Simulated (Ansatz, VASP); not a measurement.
C: VASP beside Ansatz

```
C
1.0
     5.03020    0.00000    0.00000
     0.00000    7.11378    0.00000
     0.00000    0.00000   26.04945
C
48
Cartesian
  1.2575 3.5569 8.0000
  1.2575 0.0000 8.0000
  3.7726 3.5569 8.0000
  3.7726 0.0000 8.0000
  2.5151 4.4461 8.0000
  2.5151 0.8892 8.0000
  0.0000 4.4461 8.0000
  0.0000 0.8892 8.0000
  2.5151 5.3353 9.2575
  2.5151 1.7784 9.2575
  0.0000 5.3353 9.2575
  0.0000 1.7784 9.2575
  3.7726 6.2246 9.2575
  3.7726 2.6677 9.2575
  1.2575 6.2246 9.2575
  1.2575 2.6677 9.2575
  3.7726 0.0000 10.5151
  3.7726 3.5569 10.5151
  1.2575 0.0000 10.5151
  1.2575 3.5569 10.5151
  0.0000 0.8892 10.5151
  0.0000 4.4461 10.5151
  2.5151 0.8892 10.5151
  2.5151 4.4461 10.5151
  -0.0011 1.7852 11.7738
  0.0046 5.3347 11.7706
  2.5129 1.7807 11.7694
  2.5141 5.3395 11.7631
  1.2533 2.6678 11.7703
  1.2576 6.2197 11.7731
  3.7730 2.6649 11.7645
  3.7765 6.2211 11.7713
  1.2715 3.5725 13.0676
  1.2573 0.0359 13.0831
  3.7642 3.5734 13.0482
  3.7686 0.0041 13.0213
  2.5195 4.4274 13.0443
  2.5203 0.8799 13.0167
  -0.0140 4.4291 13.0697
  -0.0002 0.8595 13.0836
  2.4776 5.3983 14.1556
  2.5544 1.7809 14.2845
  -0.0213 5.4285 14.1759
  0.0263 1.9236 14.1708
  3.7255 6.2101 14.3049
  3.8069 2.6131 14.1779
  1.2330 6.0925 14.1698
  1.2797 2.5821 14.1810
```

Alike in both runs: task single point; functional PBE; dispersion D3(BJ); k mesh 3 × 2 × 1; occupations gaussian, width 0.05 eV; no spin polarisation.

```csv
,VASP,Ansatz
version,VASP 6.6.1,Ansatz 0.2.0
potentials or method,"VASP PAW PBE potentials, release 64 (C), cutoff 520 eV","scalar-relativistic, plane waves, PAW"
valence electrons in the cell,192,192
```

Ansatz gave:

```
gap on the k mesh at the Fermi level (eV) : none
rms of the force components (eV/Å)        : 1.318
```

Q: Which values does VASP return?

A: gap on the k mesh at the Fermi level (eV): none; rms of the force components (eV/Å): 1.313.

Atom by atom the forces differ by 0.011 eV/Å (rms over components). A gap of «none» marks a metal or a gap that the smearing closes.

The k mesh is coarse, so the values compare programs but aren't converged.
